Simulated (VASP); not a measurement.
Wanted: the native input for a VASP 6.6.1 run.

| Property | Result |
| --- | --- |
| Task | single point |
| Functional | PBEsol |
| Potentials or basis | VASP PAW PBE potentials, release 64 (Pb_d, Se) |
| Cutoff | 500 eV |
| k mesh | 6 × 6 × 6 |
| Occupations | fermi-dirac, width 0.05 eV |
| Spin | no spin polarisation |
| Dipole correction | no |
| Further INCAR settings | ALGO = Normal; EDIFF = 1e-06; NBANDS = 17 |

The structure of PbSe lies in POSCAR:

```
PbSe
1.0
    3.7331742709      0.0000000000      0.0000000000
    0.0000000000      3.7331742709      0.0000000000
    0.0000000000      0.0000000000      3.7331742709
Pb Se
1 1
Direct
    0.0000000000      0.0000000000      0.0000000000
    0.5000000000      0.5000000000      0.5000000000
```

One way to write it, as run:

INCAR

```
ALGO = Normal
EDIFF = 1E-6
ENCUT = 500
GGA = PS
GGA_COMPAT = F
ISIF = 2
ISMEAR = -1
LASPH = T
LCHARG = F
LREAL = F
LWAVE = F
NBANDS = 17
NELM = 120
PREC = Accurate
SIGMA = 0.05
```

KPOINTS

```
k-points
0
Gamma
  6 6 6
```

Potentials or basis: VASP PAW PBE potentials, release 64 (Pb_d, Se).

Run with:

```bash
$ cat potpaw_PBE.64/Pb_d/POTCAR potpaw_PBE.64/Se/POTCAR > POTCAR
$ mpirun -np 1 vasp_std > vasp.out
```

It gave:

```
Pressure               : -1.3 GPa
Band gap on the k mesh : zero (band 10 reaches 5.79 eV, above the bottom of band 11 at 4.87 eV)
```

Caveat: the PAW data sets were made with another functional, which shifts forces and pressure a little; spin-orbit coupling is left out, which moves the levels of the heavy elements.

Wall time 7.3 s on 1 thread of Intel(R) Xeon(R) 6975P-C (Granite Rapids), with other jobs on the host, peak memory 0.16 GiB.
